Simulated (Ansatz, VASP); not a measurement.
LiNbO3 in VASP and in Ansatz

```
Li Nb O
1.0
     2.54013    1.46654    4.87603
    -2.54013    1.46654    4.87603
     0.00000   -2.93309    4.87603
Li Nb O
2 2 6
Direct
  0.28159 0.28159 0.28159
  0.78159 0.78159 0.78159
  0.00049 0.00049 0.00049
  0.50049 0.50049 0.50049
  0.11046 0.35803 0.72110
  0.72110 0.11046 0.35803
  0.35803 0.72110 0.11046
  0.22110 0.85803 0.61046
  0.85803 0.61046 0.22110
  0.61046 0.22110 0.85803
```

Alike in both runs: task single point; functional PBE; k mesh 6 × 6 × 6; occupations gaussian, width 0.05 eV; no spin polarisation.

```csv
,VASP,Ansatz
version,VASP 6.6.1,Ansatz 0.2.0
potentials or method,"VASP PAW PBE potentials, release 64 (Li_sv, Nb_sv, O), cutoff 520 eV","scalar-relativistic, plane waves, PAW"
valence electrons in the cell,68,68
```

|  | VASP | Ansatz | Ansatz less VASP |
| --- | --- | --- | --- |
| gap on the k mesh at the Fermi level (eV) | 3.53 | 3.54 | +0.013 |
| least direct gap on the mesh (eV) | 3.53 | 3.55 | +0.013 |
| rms of the force components (eV/Å) | 0.098 | 0.097 | -0.0014 |

Atom by atom the forces differ by 0.012 eV/Å (rms over components). With one functional, cell and mesh, what is left measures potentials, basis and numerics.

Noted on VASP's run: the cutoff is short for stress, so the pressure is rough.
